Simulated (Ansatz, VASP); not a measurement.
CsH5: VASP beside Ansatz

File INCAR:

```
PREC = Accurate
ENCUT = 600
EDIFF = 1E-6
ISMEAR = 0
SIGMA = 0.01
LREAL = False
LASPH = True
NELM = 60
ALGO = Normal
ISIF = 3
LWAVE = False
LCHARG = False
GGA = PE
IBRION = 2
NSW = 100
EDIFFG = -0.01
```

Contents of KPOINTS:

```
regular mesh
0
Gamma
  12 12 8
```

Contents of POSCAR:

```
CsH5
1.0
    4.4715323452      0.0000000000      0.0000000000
   -2.2357661726      3.8724606048      0.0000000000
    0.0000000000      0.0000000000      5.2981098222
Cs H
1 5
Direct
    0.3333333333      0.6666666667      0.0000000000
    0.7381692808      0.2618307192      0.5000000000
    0.7381692808      0.4763385617      0.5000000000
    0.5236614383      0.2618307192      0.5000000000
    0.0000000000      0.0000000000      0.5000000000
    0.6666666667      0.3333333333      0.0000000000
```

Input for Ansatz:

```yaml
crystal:
  lattice:
    - [4.4715323452, 0.0, 0.0]
    - [-2.2357661726, 3.8724606048, 0.0]
    - [0.0, 0.0, 5.2981098222]
  atoms:
    - { symbol: Cs, position: [0.3333333333, 0.6666666667, 0.0] }
    - { symbol: H, position: [0.7381692808, 0.2618307192, 0.5] }
    - { symbol: H, position: [0.7381692808, 0.4763385617, 0.5] }
    - { symbol: H, position: [0.5236614383, 0.2618307192, 0.5] }
    - { symbol: H, position: [0.0, 0.0, 0.5] }
    - { symbol: H, position: [0.6666666667, 0.3333333333, 0.0] }
basis:
  ecutwfc: 420
kpoints:
  mp_grid: { grid: [12, 12, 8] }
hamiltonian:
  xc: pbe
scf:
  occupations: { method: gaussian, width: 0.01 }
output:
  forces: true
  stress: true
  eigenvalues: true
relax:
  adjacent_minimum: "off"
  f_tol: 0.01
  max_steps: 80
  cell: { stress_tol: 0.05 }
```

Alike in both runs: task relaxation of cell and atoms; functional PBE; k mesh 12 × 12 × 8; occupations gaussian, width 0.01 eV; no spin polarisation.

|  | VASP | Ansatz |
| --- | --- | --- |
| version | VASP 6.6.1 | Ansatz 0.2.0 |
| potentials or method | VASP PAW PBE potentials, release 64 (Cs_sv, H), cutoff 600 eV | scalar-relativistic, plane waves, PAW |
| valence electrons in the cell | 14 | 14 |

|  | VASP | Ansatz | Ansatz less VASP |
| --- | --- | --- | --- |
| gap on the k mesh at the Fermi level, each at its own relaxed structure (eV) | 0.01 | 0.02 | +0.011 |
| relaxed volume (Å³/atom) | 15.82 | 15.67 | -0.147 |
| relaxed cell length with the largest relative difference (Å) | 4.464 | 4.450 | -0.0143 |

Neither program's run includes spin-orbit coupling.
